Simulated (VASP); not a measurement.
# Pb2O (P6/mmm) in VASP: notebook, part 2 of 2

VASP 6.6.1.

### Step 3. Relaxation of cell and atoms, PBE

This run uses another cell than the first one, of 24.38 Å³/atom, 0.998 times its volume.

The input, INCAR:

```
SYSTEM = Pb2O
  PREC = Accurate
  ENCUT = 600
  EDIFF = 1E-7
  ISMEAR = 0
  SIGMA = 0.1
  LREAL = .False.
  LASPH = .True.
  NELM = 100
  ALGO = Normal
  ISIF = 3
  LWAVE = .False.
  LCHARG = .False.
  GGA = PE
  IBRION = 2
  NSW = 100
  EDIFFG = -0.01
```

The input, KPOINTS:

```
regular mesh
0
Gamma
  12 12 14
  0 0 0
```

The input, POSCAR:

```
Pb2O
1.0
    5.0092302900      0.0000000000      0.0000000000
   -2.5046151450      4.3381206845      0.0000000000
    0.0000000000      0.0000000000      3.3653089818
Pb O
2 1
Direct
    0.3333333333      0.6666666667      0.5000000000
    0.6666666667      0.3333333333      0.5000000000
    0.0000000000      0.0000000000      0.0000000000
```

Potentials or basis: VASP PAW PBE potentials, release 64 (Pb_d, O).

Launch:

```console
$ cat potpaw_PBE.64/Pb_d/POTCAR potpaw_PBE.64/O/POTCAR > POTCAR
$ mpirun -np 1 vasp_std > vasp.out
```

It took 4.5 min on 1 thread of Intel Xeon 6975P-C (Granite Rapids), shared host; peak memory 0.4 GiB.

The run converged. Its results:

- Free energy: -10.4762 eV
- Relaxed volume: 24.40 Å³/atom
- Relaxed cell: a = 5.018 Å, b = 5.018 Å, c = 3.357 Å, α = 90.00°, β = 90.00°, γ = 120.00°
- Space group after relaxing (to 0.05 Å): P6/mmm (No. 191)
- Energy gained by relaxing: 0.1 meV/atom
- Ionic steps: 4
- Pressure after relaxing: 0.0 GPa
- Band gap on the k mesh: zero (band 17 reaches 5.67 eV, above the bottom of band 18 at 4.52 eV)

Step by step:
```tsv
step	energy change (eV)	largest force (eV/Å)	pressure (GPa)	volume (Å³)
1	0.0000	0.0000	0.08	73.13
2	-0.0002	0.0000	-0.04	73.26
3	-0.0002	0.0000	-0.07	73.29
4	-0.0002	0.0000	-0.03	73.21
```

Final structure:
```
CELL_PARAMETERS angstrom
5.01775 0.00000 0.00000
-2.50888 4.34550 0.00000
0.00000 0.00000 3.35735
ATOMIC_POSITIONS crystal
Pb 0.33333 0.66667 0.50000
Pb 0.66667 0.33333 0.50000
O 0.00000 0.00000 0.00000
```

Levels at points of the mesh, in eV from the Fermi level:
| k point | band 13 | band 14 | band 15 | band 16 | band 17 | band 18 | band 19 | band 20 | band 21 |
| --- | --- | --- | --- | --- | --- | --- | --- | --- | --- |
| (0.00, 0.00, 0.00) | -5.42 | -1.66 | -1.66 | -1.30 | -1.30 | -0.36 | 4.38 | 4.78 | 4.78 |
| (0.50, 0.00, 0.00) | -8.38 | -3.27 | -0.76 | -0.24 | 0.40 | 0.50 | 5.25 | 5.77 | 6.22 |
| (0.00, 0.00, 0.50) | -3.48 | -3.35 | -1.08 | -1.08 | -1.04 | 0.39 | 0.39 | 1.15 | 4.81 |
| (0.50, 0.00, 0.50) | -6.75 | -3.24 | -1.61 | -1.14 | -1.01 | -0.72 | 0.35 | 3.09 | 7.11 |

Caveat: spin-orbit coupling is left out, which moves the levels of the heavy elements.

### Step 4. Single point, PBE

This run uses another cell than the first one, of 23.95 Å³/atom, 0.980 times its volume.

The input, INCAR:

```
PREC     = Accurate       # precision mode
ENCUT    = 520            # plane-wave cutoff, eV
EDIFF    = 1E-6           # SCF threshold, eV
ISMEAR   = 0              # smearing method
SIGMA    = 0.1            # smearing width, eV
LREAL    = F              # projectors in reciprocal space
LASPH    = T              # aspherical terms in the spheres
NELM     = 100            # most SCF steps
ALGO     = Normal         # electronic algorithm
ISIF     = 2              # what is computed and relaxed
LWAVE    = F              # write WAVECAR
LCHARG   = F              # write CHGCAR
GGA      = PE             # functional
NBANDS   = 24             # bands
```

The input, KPOINTS:

```
regular mesh
0
Gamma
  6 6 4
```

The input, POSCAR:

```
Pb2O
1.0
    5.2947970199     -0.0000000035      0.0000000000
   -2.6473985069      4.5854287289      0.0000000000
    0.0000000000      0.0000000000      2.9594013425
Pb O
2 1
Direct
    0.3333333333      0.6666666667      0.5000000000
    0.6666666667      0.3333333333      0.5000000000
    0.0000000000      0.0000000000      0.0000000000
```

Launch:

```console
$ cat potpaw_PBE.64/Pb_d/POTCAR potpaw_PBE.64/O/POTCAR > POTCAR
$ mpirun -np 1 vasp_std > vasp.out
```

It took 21 s on 1 thread of Intel Xeon 6975P-C (Granite Rapids), shared host; peak memory 0.19 GiB.

The run converged. Its results:

- Free energy: -10.5125 eV
- Pressure: -0.1 GPa
- Band gap on the k mesh: zero (band 17 reaches 5.79 eV, above the bottom of band 18 at 4.64 eV)

Stress tensor (GPa, compression positive):
```
-0.08  0.00  0.00
 0.00 -0.08  0.00
 0.00  0.00 -0.17
```

Levels at points of the mesh, in eV from the Fermi level:
| k point | band 14 | band 15 | band 16 | band 17 | band 18 | band 19 | band 20 | band 21 |
| --- | --- | --- | --- | --- | --- | --- | --- | --- |
| (0.00, 0.00, 0.00) | -2.06 | -2.06 | -1.85 | -1.85 | 0.06 | 3.89 | 3.89 | 7.60 |
| (0.50, 0.00, 0.00) | -3.61 | -0.90 | -0.48 | 0.08 | 0.14 | 3.80 | 4.56 | 8.49 |
| (0.00, 0.00, 0.50) | -3.44 | -1.55 | -0.89 | -0.89 | -0.40 | 0.88 | 0.88 | 5.04 |
| (0.50, 0.00, 0.50) | -3.49 | -1.95 | -1.94 | -0.92 | -0.05 | 0.01 | 3.12 | 6.68 |

Caveat: the k points lie up to 0.53 Å⁻¹ apart; spin-orbit coupling is left out, which moves the levels of the heavy elements.

### Step 5. Relaxation of cell and atoms, PBE

This run uses another cell than the first one, of 23.41 Å³/atom, 0.959 times its volume.

The input, INCAR:

```
PREC     = Accurate       # precision mode
ENCUT    = 600            # plane-wave cutoff, eV
EDIFF    = 1E-7           # SCF threshold, eV
ISMEAR   = 0              # smearing method
SIGMA    = 0.1            # smearing width, eV
LREAL    = False          # projectors in reciprocal space
LASPH    = True           # aspherical terms in the spheres
NELM     = 100            # most SCF steps
ALGO     = Normal         # electronic algorithm
ISIF     = 3              # what is computed and relaxed
LWAVE    = False          # write WAVECAR
LCHARG   = False          # write CHGCAR
GGA      = PE             # functional
IBRION   = 2              # ionic algorithm
NSW      = 90             # ionic steps
EDIFFG   = -0.04          # ionic threshold
```

KPOINTS is that of step 4.

The input, POSCAR:

```
Pb2O
1.0
    4.3585230500      0.0000000000      0.0000000000
   -2.1792615200      3.7745916800      0.0000000000
    0.0000000000      0.0000000000      4.2697612500
Pb O
2 1
Direct
    0.3333333300      0.6666666700      0.5000000000
    0.6666666700      0.3333333300      0.5000000000
    0.0000000000      0.0000000000      0.0000000000
```

Launch:

```console
$ cat potpaw_PBE.64/Pb_d/POTCAR potpaw_PBE.64/O/POTCAR > POTCAR
$ mpirun -np 1 vasp_std > vasp.out
```

Wall time 6.2 min (1 thread of Intel Xeon 6975P-C (Granite Rapids), shared host); peak memory 0.24 GiB.

It converged, with:

```
Free energy                            : -10.4893 eV
Relaxed volume                         : 23.70 Å³/atom
Relaxed cell                           : a = 5.266 Å, b = 5.266 Å, c = 2.962 Å, α = 90.00°, β = 90.00°, γ = 120.00°
Space group after relaxing (to 0.05 Å) : P6/mmm (No. 191)
Energy gained by relaxing              : 766.3 meV/atom
Ionic steps                            : 33
Pressure after relaxing                : 0.1 GPa
Band gap on the k mesh                 : zero (band 17 reaches 5.90 eV, above the bottom of band 18 at 4.74 eV)
```

Stress tensor (GPa, compression positive):
```
0.00 0.00 0.00
0.00 0.00 0.00
0.00 0.00 0.17
```

Step by step:
```csv
step,energy change (eV),largest force (eV/Å),pressure (GPa),volume (Å³)
1,0.0000,0.0000,20.71,70.24
2,-1.4251,0.0000,-6.84,102.94
3,-1.8655,0.0000,-2.16,88.58
4,-1.8660,0.0000,-2.36,88.96
5,-1.9977,0.0000,-2.03,84.64
6,-2.1931,0.0000,-0.58,75.92
7,-1.7585,0.0000,16.58,58.74
8,-2.2197,0.0000,0.07,73.76
9,-2.2259,0.0000,1.13,71.38
10,-2.2265,0.0000,0.94,71.81
11,-2.2265,0.0000,0.76,72.18
12,-2.2326,0.0000,-0.45,73.40
13,-2.2326,0.0000,-0.38,73.32
14,-2.2359,0.0000,-0.36,72.87
15,-2.2479,0.0000,-0.02,71.48
16,-2.2701,0.0000,2.00,68.56
17,-1.3147,0.0000,17.31,62.09
18,-2.2704,0.0000,2.09,68.46
19,-2.2704,0.0000,2.50,68.05
20,-2.2707,0.0000,2.37,68.18
21,-2.2709,0.0000,2.39,68.16
22,-2.2714,0.0000,2.46,68.09
23,-2.2716,0.0000,2.65,67.94
24,-2.2717,0.0000,2.59,67.99
25,-2.2723,0.0000,2.55,68.03
26,-2.2740,0.0000,2.47,68.12
27,-2.2772,0.0000,2.30,68.30
28,-2.2829,0.0000,1.98,68.68
29,-2.2916,0.0000,1.35,69.42
30,-2.2986,0.0000,0.22,70.93
31,-2.2986,0.0000,0.18,70.99
32,-2.2987,0.0000,0.15,71.02
33,-2.2990,0.0000,0.05,71.11
```

Final structure:
```
Pb O
1.0
     5.26555    0.00000    0.00000
    -2.63277    4.56010    0.00000
     0.00000    0.00000    2.96151
Pb O
2 1
Direct
  0.33333 0.66667 0.50000
  0.66667 0.33333 0.50000
  0.00000 0.00000 0.00000
```

Levels at points of the mesh, in eV from the Fermi level:
| k point | band 15 | band 16 | band 17 | band 18 | band 19 | band 20 |
| --- | --- | --- | --- | --- | --- | --- |
| (0.00, 0.00, 0.00) | -2.05 | -1.86 | -1.86 | 0.04 | 3.97 | 3.97 |
| (0.50, 0.00, 0.00) | -0.89 | -0.43 | 0.07 | 0.17 | 3.92 | 4.65 |
| (0.00, 0.00, 0.50) | -1.55 | -0.91 | -0.91 | -0.35 | 0.87 | 0.87 |
| (0.50, 0.00, 0.50) | -1.95 | -1.93 | -0.94 | -0.03 | -0.02 | 3.17 |

Caveat: the k points lie up to 0.53 Å⁻¹ apart in the final cell; spin-orbit coupling is left out, which moves the levels of the heavy elements.

### Step 6. Summary

```tsv
task	cell	k mesh	cutoff (eV)	gap on the mesh (eV)	pressure (GPa)	relaxed volume (Å³/atom)
single point	a = 5.019, b = 5.019, c = 3.359 Å, angles 90.0, 90.0, 120.0°, 3 atoms	12 × 12 × 14	520	none	-0.1	-
relaxation of cell and atoms	relaxed from a = 5.009, b = 5.009, c = 3.365 Å, angles 90.0, 90.0, 120.0°, 3 atoms	12 × 12 × 14	600	none	0.0	24.40
single point	a = 5.295, b = 5.295, c = 2.959 Å, angles 90.0, 90.0, 120.0°, 3 atoms	6 × 6 × 4	520	none	-0.1	-
relaxation of cell and atoms	relaxed from a = 4.359, b = 4.359, c = 4.270 Å, angles 90.0, 90.0, 120.0°, 3 atoms	6 × 6 × 4	600	none	0.1	23.70
```

Alike in all rows: level PBE; potentials or basis VASP PAW PBE potentials, release 64 (Pb_d, O); no spin polarisation; smearing gaussian 0.1 eV.

Caveats: some runs use coarse meshes; spin-orbit coupling is left out, which moves the levels of the heavy elements.

Absolute energies hang on the potentials; compare differences alone.
